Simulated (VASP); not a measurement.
A run of VASP 6.6.1 is set up as follows.

INCAR

```
ALGO = Normal ; EDIFF = 1E-6
ENCUT = 600 ; GGA = CA
GGA_COMPAT = False ; ISIF = 2
ISMEAR = 0 ; LASPH = True
LCHARG = False ; LREAL = False
LWAVE = False ; NBANDS = 11
NELM = 120 ; PREC = Accurate
SIGMA = 0.1
```

Contents of KPOINTS:

```
k-points
0
Gamma
  9 9 9
```

POSCAR

```
MgO
1.0
    0.0000000000      2.1760000000      2.1760000000
    2.1760000000      0.0000000000      2.1760000000
    2.1760000000      2.1760000000      0.0000000000
Mg O
1 1
Direct
    0.0000000000      0.0000000000      0.0000000000
    0.5000000000      0.5000000000      0.5000000000
```

Potentials or basis: VASP PAW LDA potentials, release 64 (Mg, O).

The run is started by

```bash
$ cat potpaw_LDA.64/Mg/POTCAR potpaw_LDA.64/O/POTCAR > POTCAR
$ mpirun -np 1 vasp_std > vasp.out
```

Q: Estimate the pressure.

A: -19.5 GPa.

Q: What does it give for the band gap on the k mesh?

A: 3.76 eV, direct.

LDA gaps usually lie below the measured ones, often by a third to a half.
